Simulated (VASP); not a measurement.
Na, 1 atom in the cell. Symmetry: I4/mmm, No. 139, tetragonal system. The conventional cell has a = 3.913 Å, b = 3.913 Å, c = 5.224 Å, α = 90.00°, β = 90.00°, γ = 90.00°. Na (site symmetry 4/mmm) has 12 Na at 3.81 to 3.91 Å within 5.0 Å. 

```yaml
Program: VASP 6.6.1
Task: single point
Functional: PBEsol
Potentials_or_basis: VASP PAW PBE potentials, release 64 (Na_pv)
Cutoff: 520 eV
k_mesh: 16 × 16 × 16
Occupations: gaussian, width 0.15 eV
Spin: no spin polarisation
Dipole_correction: no
Further_INCAR_settings: ALGO = Normal; EDIFF = 1e-06; NBANDS = 10
```

Potentials or basis: VASP PAW PBE potentials, release 64 (Na_pv).

Command:

```console
$ cat potpaw_PBE.64/Na_pv/POTCAR > POTCAR
$ mpirun -np 1 vasp_std > vasp.out
```

Hardware: 1 thread of Intel(R) Xeon(R) Platinum 8488C (Sapphire Rapids), on a shared host.

Estimate the wall time of this run.

Run time: 40 s on 1 thread of Intel(R) Xeon(R) Platinum 8488C (Sapphire Rapids) (shared host), peak memory 0.23 GiB. Counts: scf iterations 9, k points 349.
